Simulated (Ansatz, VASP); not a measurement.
Li: VASP beside Ansatz

File POSCAR:

```
Li
1.0
    4.4915903657      0.0000000000      0.0000000000
    0.0000000000      4.4915903657      0.0000000000
    0.0000000000      0.0000000000      4.4915903657
Li
4
Direct
    0.8745680000      0.1254320000      0.6254320000
    0.3745680000      0.3745680000      0.3745680000
    0.1254320000      0.6254320000      0.8745680000
    0.6254320000      0.8745680000      0.1254320000
```

INCAR.step1

```
SYSTEM = Li
  PREC = Accurate
  ENCUT = 520
  ISMEAR = 0
  SIGMA = 0.1
  LREAL = .False.
  LASPH = .True.
  NELM = 100
  NBANDS = 14
  GGA = PE
  ALGO = Normal
  EDIFF = 1E-4
  LWAVE = .True.
  LCHARG = .False.
```

Contents of INCAR.step2:

```
SYSTEM = Li
  PREC = Accurate
  ENCUT = 520
  EDIFF = 1E-7
  ISMEAR = 0
  SIGMA = 0.1
  LREAL = .False.
  LASPH = .True.
  NELM = 100
  ALGO = Normal
  ISIF = 2
  LWAVE = .False.
  LCHARG = .True.
  METAGGA = R2SCAN
  LMIXTAU = .True.
  LELF = .True.
  LVHAR = .True.
  NBANDS = 14
  ISTART = 1
```

Contents of KPOINTS:

```
Automatic mesh
0
Gamma
  10 10 10
  0 0 0
```

Input for Ansatz:

```yaml
crystal:
  lattice:
    - [4.4915903657, 0.0, 0.0]
    - [0.0, 4.4915903657, 0.0]
    - [0.0, 0.0, 4.4915903657]
  atoms:
    - { symbol: Li, position: [0.874568, 0.125432, 0.625432] }
    - { symbol: Li, position: [0.374568, 0.374568, 0.374568] }
    - { symbol: Li, position: [0.125432, 0.625432, 0.874568] }
    - { symbol: Li, position: [0.625432, 0.874568, 0.125432] }
basis:
  ecutwfc: 500
kpoints:
  mp_grid: { grid: [10, 10, 10] }
hamiltonian:
  xc: r2scan
scf:
  occupations: { method: gaussian, width: 0.1 }
output:
  forces: true
  stress: true
  eigenvalues: true
```

Alike in both runs: task single point; functional r2SCAN; k mesh 10 × 10 × 10; occupations gaussian, width 0.1 eV; no spin polarisation.

|  | VASP | Ansatz |
| --- | --- | --- |
| version | VASP 6.6.1 | Ansatz 0.2.0 |
| potentials or method | VASP PAW PBE potentials, release 64 (Li_sv), cutoff 520 eV | scalar-relativistic, plane waves, PAW |
| valence electrons in the cell | 12 | 12 |

Ansatz gave:

```
gap on the k mesh at the Fermi level (eV) : none
rms of the force components (eV/Å)        : 0.003
```

Which values does VASP return?

gap on the k mesh at the Fermi level (eV): none; rms of the force components (eV/Å): 0.034.

VASP's potentials were made for PBE, not for r2SCAN. Atom by atom the forces differ by 0.037 eV/Å (rms over components). A gap of «none» marks a metal or a gap that the smearing closes.

Noted on VASP's run: the cutoff is short for stress, so the pressure is rough.
